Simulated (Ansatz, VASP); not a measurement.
## Si: VASP beside Ansatz

File INCAR:

```
PREC = Accurate
ENCUT = 520
EDIFF = 1E-6
ISMEAR = 0
SIGMA = 0.15
LREAL = F
LASPH = T
NELM = 100
ALGO = Normal
ISIF = 2
LWAVE = F
LCHARG = F
GGA = CA
NBANDS = 8
```

Contents of KPOINTS:

```
Automatic mesh
0
Gamma
  22 22 22
```

File POSCAR:

```
Si
1.0
   -1.6757223779      1.6757223779      1.2807199545
    1.6757223779     -1.6757223779      1.2807199545
    1.6757223779      1.6757223779     -1.2807199545
Si
1
Direct
    0.0000000000      0.0000000000      0.0000000000
```

Input for Ansatz:

```yaml
crystal:
  lattice:
    - [-1.6757223779, 1.6757223779, 1.2807199545]
    - [1.6757223779, -1.6757223779, 1.2807199545]
    - [1.6757223779, 1.6757223779, -1.2807199545]
  atoms:
    - { symbol: Si, position: [0.0, 0.0, 0.0] }
basis:
  ecutwfc: 420
kpoints:
  mp_grid: { grid: [22, 22, 22] }
hamiltonian:
  xc: lda
scf:
  occupations: { method: gaussian, width: 0.15 }
output:
  forces: true
  stress: true
  eigenvalues: true
```

Change from the starting cell: strain +0.030 along x and y, -0.030 along z, atoms carried along.

Alike in both runs: task single point; functional LDA; k mesh 22 × 22 × 22; occupations gaussian, width 0.15 eV; no spin polarisation.

|  | VASP | Ansatz |
| --- | --- | --- |
| version | VASP 6.6.1 | Ansatz 0.2.0 |
| potentials or method | VASP PAW LDA potentials, release 64 (Si), cutoff 520 eV | scalar-relativistic, plane waves, PAW |
| valence electrons in the cell | 4 | 4 |

|  | VASP | Ansatz | Ansatz less VASP |
| --- | --- | --- | --- |
| gap on the k mesh at the Fermi level (eV) | none | none | - |
| pressure (GPa) | -2.3 | -2.4 | -0.05 |
| traceless stress, the component that is largest in VASP (GPa) | 1.62 | 1.63 | +0.006 |

LDA's correlation is that of Perdew and Zunger in VASP and of Perdew and Wang (1992) in Ansatz. A gap of «none» marks a metal or a gap that the smearing closes.
